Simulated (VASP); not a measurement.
# Ti12O23 (a cell with a defect) in VASP: electric field gradients with PBE

Aim: the electric field gradients of Ti12O23 (a cell with a defect) with PBE.

Everything below comes from runs of VASP 6.6.1. Logs are shortened: lines on timing, memory, paths and dates and some standing lists are left out, and cuts for length are marked.

## 1. The cell of the first run

The cell holds a defect, 35 atoms: a = 6.505 Å, b = 6.505 Å, c = 8.878 Å, α = 90.00°, β = 90.00°, γ = 90.00°.

## 2. Electric field gradients, PBE (atoms taken out)

Input file INCAR:

```
SYSTEM = Ti12O23
ALGO = Normal
EDIFF = 1E-8
ENCUT = 520
GGA = PE
ISIF = 2
ISMEAR = -1
LASPH = .True.
LCHARG = .False.
LEFG = .True.
LREAL = Auto
LWAVE = .False.
NBANDS = 164
NELECT = 280.0
NELM = 100
PREC = Accurate
SIGMA = 0.01
```

Input file KPOINTS:

```
k-points
0
Gamma
  3 3 2
  0 0 0
```

Input file POSCAR:

```
Ti12O23
1.0
    4.5998373239      4.5998373239      0.0000000000
   -4.5998373239      4.5998373239      0.0000000000
    0.0000000000      0.0000000000      8.8776406800
Ti O
12 23
Direct
    0.5000000000      0.0000000000      0.0000000000
    0.5000000000      0.0000000000      0.3333333333
    0.5000000000      0.0000000000      0.6666666667
    0.0000000000      0.5000000000      0.0000000000
    0.0000000000      0.5000000000      0.3333333333
    0.0000000000      0.5000000000      0.6666666667
    0.0000000000      0.0000000000      0.1666666667
    0.0000000000      0.0000000000      0.5000000000
    0.0000000000      0.0000000000      0.8333333333
    0.5000000000      0.5000000000      0.1666666667
    0.5000000000      0.5000000000      0.5000000000
    0.5000000000      0.5000000000      0.8333333333
    0.6956786800      0.0000000000      0.5000000000
    0.6956786800      0.0000000000      0.8333333333
    0.1956786800      0.5000000000      0.1666666667
    0.1956786800      0.5000000000      0.5000000000
    0.1956786800      0.5000000000      0.8333333333
    0.5000000000      0.6956786800      0.0000000000
    0.5000000000      0.6956786800      0.3333333333
    0.5000000000      0.6956786800      0.6666666667
    0.0000000000      0.1956786800      0.0000000000
    0.0000000000      0.1956786800      0.3333333333
    0.0000000000      0.1956786800      0.6666666667
    0.5000000000      0.3043213200      0.0000000000
    0.5000000000      0.3043213200      0.3333333333
    0.5000000000      0.3043213200      0.6666666667
    0.0000000000      0.8043213200      0.0000000000
    0.0000000000      0.8043213200      0.3333333333
    0.0000000000      0.8043213200      0.6666666667
    0.3043213200      0.0000000000      0.1666666667
    0.3043213200      0.0000000000      0.5000000000
    0.3043213200      0.0000000000      0.8333333333
    0.8043213200      0.5000000000      0.1666666667
    0.8043213200      0.5000000000      0.5000000000
    0.8043213200      0.5000000000      0.8333333333
```

Potentials or basis: VASP PAW PBE potentials, release 64 (Ti_sv, O).

Started as:

```sh
cat potpaw_PBE.64/Ti_sv/POTCAR potpaw_PBE.64/O/POTCAR > POTCAR
mpirun -np 1 vasp_std > vasp.out
```

OUTCAR:

```text
SYSTEM = Ti12O23
   EDIFF = 1E-8
   ENCUT = 520
   GGA = PE
   ISIF = 2
   ISMEAR = -1
   LASPH = .True.
   LREAL = Auto
   NELECT = 280.0
   NELM = 100
   PREC = Accurate

 ion  position               nearest neighbor table
   1  0.500  0.000  0.000-  14 1.95  30 1.95  32 1.95  18 1.98  24 1.98
   2  0.500  0.000  0.333-  30 1.95  13 1.95  31 1.95  19 1.98  25 1.98
   3  0.500  0.000  0.667-  14 1.95  32 1.95  31 1.95  13 1.95  20 1.98  26 1.98
   4  0.000  0.500  0.000-  15 1.95  17 1.95  33 1.95  35 1.95  21 1.98  27 1.98
   5  0.000  0.500  0.333-  15 1.95  33 1.95  16 1.95  34 1.95  22 1.98  28 1.98
   6  0.000  0.500  0.667-  17 1.95  35 1.95  34 1.95  16 1.95  23 1.98  29 1.98
   7  0.000  0.000  0.167-  22 1.95  28 1.95  27 1.95  21 1.95  30 1.98
   8  0.000  0.000  0.500-  22 1.95  23 1.95  28 1.95  29 1.95  13 1.98  31 1.98
   9  0.000  0.000  0.833-  23 1.95  29 1.95  27 1.95  21 1.95  14 1.98  32 1.98
  10  0.500  0.500  0.167-  19 1.95  25 1.95  24 1.95  18 1.95  15 1.98  33 1.98
  11  0.500  0.500  0.500-  19 1.95  20 1.95  25 1.95  26 1.95  16 1.98  34 1.98
  12  0.500  0.500  0.833-  20 1.95  26 1.95  24 1.95  18 1.95  17 1.98  35 1.98
  13  0.696  0.000  0.500-   2 1.95   3 1.95   8 1.98
  14  0.696  0.000  0.833-   3 1.95   1 1.95   9 1.98
  15  0.196  0.500  0.167-   5 1.95   4 1.95  10 1.98
  16  0.196  0.500  0.500-   5 1.95   6 1.95  11 1.98
  17  0.196  0.500  0.833-   6 1.95   4 1.95  12 1.98
[... 16 lines left out ...]
  34  0.804  0.500  0.500-   5 1.95   6 1.95  11 1.98
  35  0.804  0.500  0.833-   6 1.95   4 1.95  12 1.98

  LATTYP: Found a simple tetragonal cell.
 ALAT       =     6.5051523282
 C/A-ratio  =     1.3647091155

  Lattice vectors:

 A1 = (   4.5998373239,   4.5998373239,   0.0000000000)
 A2 = (  -4.5998373239,   4.5998373239,   0.0000000000)
 A3 = (   0.0000000000,   0.0000000000,   8.8776406800)

Analysis of symmetry for initial positions (statically):
=====================================================================
 Subroutine PRICEL returns:
 Original cell was already a primitive cell.

 Routine SETGRP: Setting up the symmetry group for a
 simple tetragonal supercell.

 Subroutine GETGRP returns: Found  4 space group operations
 (whereof  2 operations were pure point group operations)
 out of a pool of 16 trial point group operations.

The static configuration has the point symmetry C_1h.
 The point group associated with its full space group is C_2v.

Analysis of symmetry for dynamics (positions and initial velocities):
=====================================================================
 Subroutine PRICEL returns:
 Original cell was already a primitive cell.

 Routine SETGRP: Setting up the symmetry group for a
 simple tetragonal supercell.

 Subroutine GETGRP returns: Found  4 space group operations
 (whereof  2 operations were pure point group operations)
 out of a pool of 16 trial point group operations.

The dynamic configuration has the point symmetry C_1h.
 The point group associated with its full space group is C_2v.

 Subroutine INISYM returns: Found  4 space group operations
 (whereof  2 operations are pure point group operations),
 and found     1 'primitive' translations

----------------------------------------------------------------------------------------

                                     Primitive cell

  volume of cell :     375.6752

  direct lattice vectors                    reciprocal lattice vectors
     4.599837324  4.599837324  0.000000000     0.108699496  0.108699496  0.000000000
    -4.599837324  4.599837324  0.000000000    -0.108699496  0.108699496  0.000000000
     0.000000000  0.000000000  8.877640680     0.000000000  0.000000000  0.112642541

  length of vectors
     6.505152328  6.505152328  8.877640680     0.153724302  0.153724302  0.112642541

  position of ions in fractional coordinates (direct lattice)
     0.500000000  0.000000000  0.000000000
     0.500000000  0.000000000  0.333333333
     0.500000000  0.000000000  0.666666667
     0.000000000  0.500000000  0.000000000
     0.000000000  0.500000000  0.333333333
     0.000000000  0.500000000  0.666666667
[... 27 lines left out ...]
     0.804321320  0.500000000  0.500000000
     0.804321320  0.500000000  0.833333333

  ion indices of the primitive-cell ions
   primitive index   ion index
                 1           1
                 2           2
                 3           3
                 4           4
                 5           5
                 6           6
[... 27 lines left out ...]
                34          34
[... 56 lines left out ...]
   EDIFF  = 0.1E-07   stopping-criterion for ELM
   LREAL  =      T    real-space projection
   EDIFFG = 0.1E-06   stopping-criterion for IOM
   NSW    =      0    number of steps for IOM
   IBRION =     -1    ionic relax: 0-MD 1-quasi-New 2-CG
   NFREE  =      0    steps in history (QN), initial steepest desc. (CG)
   ISIF   =      2    stress and relaxation
   ISYM   =      2    0-nonsym 1-usesym 2-fastsym
   POTIM  = 0.5000    time-step for ionic-motion
   TEBEG  =    0.0;   TEEND  =   0.0 temperature during run
   PSTRESS=    0.0 pullay stress
   NELECT =     280.0000    total number of electrons
   NUPDOWN=      -1.0000    fix difference up-down
   EMIN   =  10.00;   EMAX   =-10.00  energy-range for DOS
   EFERMI =   0.00;   METHOD = LEGACY
   ISMEAR =    -1;   SIGMA  =   0.01  broadening in eV -4-tet -1-fermi 0-gaus
   EFERMI_NEDOS =   21; number of points for ismear=-14 and -15
   IALGO  =     38    algorithm
   IMIX   =      4    mixing-type and parameters
     AMIX     =   0.40;   BMIX     =  1.00
     AMIX_MAG =   1.60;   BMIX_MAG =  1.00
  volume/ion in A,a.u.               =      10.73        72.43
  Fermi-wavevector in a.u.,A,eV,Ry     =   1.484306  2.804931 29.975856  2.203163
  Thomas-Fermi vector in A             =   2.597859
   LORBIT       =      0    0 simple, 1 ext, 2 COOP (PROOUT), +10 PAW based schemes
   GGA     = PE    functional components
   LHFCALC =     F    Hartree Fock is set to
   AEXX    =    0.0000 exact exchange contribution
   IVDW    =     0    specifies the selected vdW correction
   LEPSILON=     F    determine dielectric tensor
   LRPA    =     F    only Hartree local field effects (RPA)
 non-spin polarized calculation
  energy-cutoff  :      520.00
  volume of cell :      375.68
 maximum number of plane-waves:     10124
   NGX = 25   NGY = 25   NGZ = 33

 number of electron     279.9999978 magnetization

 Free energy of the ion-electron system (eV)
  ---------------------------------------------------
  ext. energy  EPLUGINS =         0.00000000
  ---------------------------------------------------
  free energy    TOTEN  =      -323.31343714 eV

  energy without entropy =     -323.31343714  energy(sigma->0) =     -323.31343714

 E-fermi :   4.9898     XC(G=0): -11.2006

 val. band max:        4.6935348847   @ k =   0.0000   0.0000   0.5000
 cond. band min:       5.3349472227   @ k =   0.0000   0.0000   0.0000
 fundamental gap:      0.6414123381
 Fermi energy:         4.9897659170

 k-point     1 :       0.0000    0.0000    0.0000
  band No.  band energies     occupation
      1     -52.7899      2.00000
      2     -52.7709      2.00000
      3     -52.6957      2.00000
      4     -52.2060      2.00000
      5     -52.1978      2.00000
      6     -52.1799      2.00000
[... 1229 lines left out ...]
    151       7.2184      0.00000
    152       7.2624      0.00000
 [bands above 152 left out]

------------------------ aborting loop because EDIFF is reached ----------------------------------------

  FORCE on cell =-STRESS in cart. coord.  units (eV):
  Direction    XX          YY          ZZ          XY          YZ          ZX
  --------------------------------------------------------------------------------------
  -------------------------------------------------------------------------------------
  Total      -14.7635752    -14.7635752    -10.9327371     -0.0288459      0.0000000      0.0000000
  in kB      -62.9636099    -62.9636099    -46.6258735     -0.1230218      0.0000000      0.0000000
  external PRESSURE =     -57.5176978 kB  Pullay stress =       0.0000000 kB

 VOLUME and BASIS-vectors are now :
 -----------------------------------------------------------------------------
  energy-cutoff  :      520.00
  volume of cell :      375.68
      direct lattice vectors                 reciprocal lattice vectors
     4.599837324  4.599837324  0.000000000     0.108699496  0.108699496  0.000000000
    -4.599837324  4.599837324  0.000000000    -0.108699496  0.108699496  0.000000000
     0.000000000  0.000000000  8.877640680     0.000000000  0.000000000  0.112642541

 POSITION                                       TOTAL-FORCE (eV/Angst)
 -----------------------------------------------------------------------------------
      2.29992      2.29992      0.00000        -1.652431     -1.652431     -4.471201
      2.29992      2.29992      2.95921        -1.652431     -1.652431      4.471201
      2.29992      2.29992      5.91843         0.341458      0.341458      0.000000
     -2.29992      2.29992      0.00000         0.070485      0.070485     -0.351929
     -2.29992      2.29992      2.95921         0.070485      0.070485      0.351929
     -2.29992      2.29992      5.91843        -0.042913     -0.042913      0.000000
[... 27 lines left out ...]
      1.39983      5.99967      4.43882        -0.065457     -0.065457     -0.225016
      1.39983      5.99967      7.39803        -0.065457     -0.065457      0.225016
 -----------------------------------------------------------------------------------
    total drift:                               -0.003570     -0.003570      0.000018

  FREE ENERGIE OF THE ION-ELECTRON SYSTEM (eV)
  ---------------------------------------------------
  free  energy   TOTEN  =      -323.3134371373 eV

  energy  without entropy=     -323.3134371373  energy(sigma->0) =     -323.31343714

 Electric field gradients (V/A^2)
---------------------------------------------------------------------
 ion       V_xx      V_yy      V_zz      V_xy      V_xz      V_yz
---------------------------------------------------------------------
   1      -4.883    -4.883     9.765    52.660    68.252    68.252
   2      -4.884    -4.884     9.767    52.660   -68.252   -68.252
   3       6.212     6.212   -12.424     4.525    -0.000    -0.000
   4      12.077    12.077   -24.154    -6.530    -0.551    -0.551
   5      12.076    12.076   -24.152    -6.530     0.551     0.551
   6      10.534    10.534   -21.068    -3.356    -0.000    -0.000
[... 27 lines left out ...]
  34       1.288     1.288    -2.575    18.258     0.592     0.592
  35       1.289     1.289    -2.579    18.258    -0.592    -0.592
---------------------------------------------------------------------

 Electric field gradients after diagonalization (V/A^2)
 (convention: |V_zz| > |V_xx| > |V_yy|)
----------------------------------------------------------------------
 ion       V_xx      V_yy      V_zz     asymmetry (V_yy - V_xx)/ V_zz
----------------------------------------------------------------------
   1     -69.604   -57.543   127.147       0.095
   2     -69.603   -57.544   127.147       0.095
   3      10.736     1.687   -12.424       0.728
   4      18.607     5.567   -24.175       0.539
   5      18.606     5.567   -24.173       0.539
   6      13.890     7.178   -21.068       0.319
[... 27 lines left out ...]
  34     -16.970    -2.607    19.577       0.734
  35     -16.968    -2.611    19.579       0.733
----------------------------------------------------------------------

           NMR quadrupolar parameters

 Cq : quadrupolar parameter    Cq=e*Q*V_zz/h
 eta: asymmetry parameters     (V_yy - V_xx)/ V_zz
 Q  : nuclear electric quadrupole moment in mb (millibarn)
----------------------------------------------------------------------
 ion       Cq(MHz)       eta       Q (mb)
----------------------------------------------------------------------
   1       0.307       0.095       1.000
   2       0.307       0.095       1.000
   3      -0.030       0.728       1.000
   4      -0.058       0.539       1.000
   5      -0.058       0.539       1.000
   6      -0.051       0.319       1.000
[... 27 lines left out ...]
  34       0.047       0.734       1.000
  35       0.047       0.733       1.000
----------------------------------------------------------------------
```

Wall time 21 min (1 thread of AMD EPYC 7R13 (Zen 3), shared host); peak memory 0.55 GiB.

What came out:

| Property | Result |
| --- | --- |
| Free energy | -323.3134 eV |
| Largest force | 5.045 eV/Å |
| Largest electric field gradient by atom | Ti +127.1, -12.4, -24.2, -21.1, +125.2, -23.7, -19.1, -16.2 (each value once); O -31.6, +19.7, +18.9, -27.2, -23.7, -14.7, +18.3, +72.3, +52.4, +19.6 (each value once) V/Å² |

Forces on the atoms (eV/Å):
```
Ti  -1.652 -1.652 -4.471
Ti  -1.652 -1.652  4.471
Ti   0.341  0.341  0.000
Ti   0.070  0.070 -0.352
Ti   0.070  0.070  0.352
Ti  -0.043 -0.043  0.000
Ti   2.602  2.602  0.000
Ti  -0.265 -0.265  0.933
Ti  -0.265 -0.265 -0.933
Ti  -0.144 -0.144  0.000
Ti   0.054  0.054  1.032
Ti   0.054  0.054 -1.032
O   -0.236 -0.236 -0.814
O   -0.236 -0.236  0.814
O    0.148  0.148  0.000
O    0.083  0.083 -0.289
O    0.083  0.083  0.289
O   -0.666  1.197  0.690
O   -0.666  1.197 -0.690
O   -0.117  0.094  0.000
O    0.016 -0.928  0.957
O    0.016 -0.928 -0.957
O    0.344 -0.210  0.000
O    1.197 -0.666  0.690
O    1.197 -0.666 -0.690
O    0.094 -0.117  0.000
O   -0.928  0.016  0.957
O   -0.928  0.016 -0.957
O   -0.210  0.344  0.000
O    0.586  0.586  0.000
O    0.687  0.687 -1.355
O    0.687  0.687  1.355
O   -0.192 -0.192  0.000
O   -0.065 -0.065 -0.225
O   -0.065 -0.065  0.225
```

Electric field gradients, principal values (V/Å²):
```
 atom    least   middle  greatest (by size)
 1 Ti  -57.543  -69.604             127.147
 2 Ti  -57.544  -69.603             127.147
 3 Ti    1.687   10.736             -12.424
 4 Ti    5.567   18.607             -24.175
 5 Ti    5.567   18.606             -24.173
 6 Ti    7.178   13.890             -21.068
 7 Ti  -46.632  -78.557             125.189
 8 Ti    2.081   21.583             -23.664
 9 Ti    2.080   21.582             -23.662
10 Ti    5.590   13.511             -19.101
11 Ti    5.119   11.119             -16.238
12 Ti    5.118   11.118             -16.236
 13 O    5.594   25.982             -31.576
 14 O    5.591   25.984             -31.575
 15 O   -4.340  -15.369              19.709
 16 O   -2.880  -15.981              18.861
 17 O   -2.883  -15.980              18.863
 18 O    5.948   21.234             -27.182
 19 O    5.947   21.235             -27.182
 20 O    0.518   23.138             -23.656
 21 O    0.835   13.879             -14.715
 22 O    0.837   13.881             -14.718
 23 O   -3.654  -14.629              18.283
 24 O    5.948   21.234             -27.182
 25 O    5.947   21.235             -27.182
 26 O    0.518   23.138             -23.656
 27 O    0.835   13.879             -14.715
 28 O    0.837   13.881             -14.718
 29 O   -3.654  -14.629              18.283
 30 O  -24.724  -47.577              72.301
 31 O   -5.819  -46.557              52.376
 32 O   -5.820  -46.555              52.375
 33 O   -3.761  -15.912              19.673
 34 O   -2.607  -16.970              19.577
 35 O   -2.611  -16.968              19.579
```

Caveat: the cell carries a net charge on a neutralising background, which shifts energy and pressure; the cell differs from its parent crystal (atoms taken out); the cell is charged against a uniform background, so pressure and absolute levels hang on convention; without QUAD_EFG the Cq values of the log hold for a quadrupole moment of 1 mb, not for the nuclei.
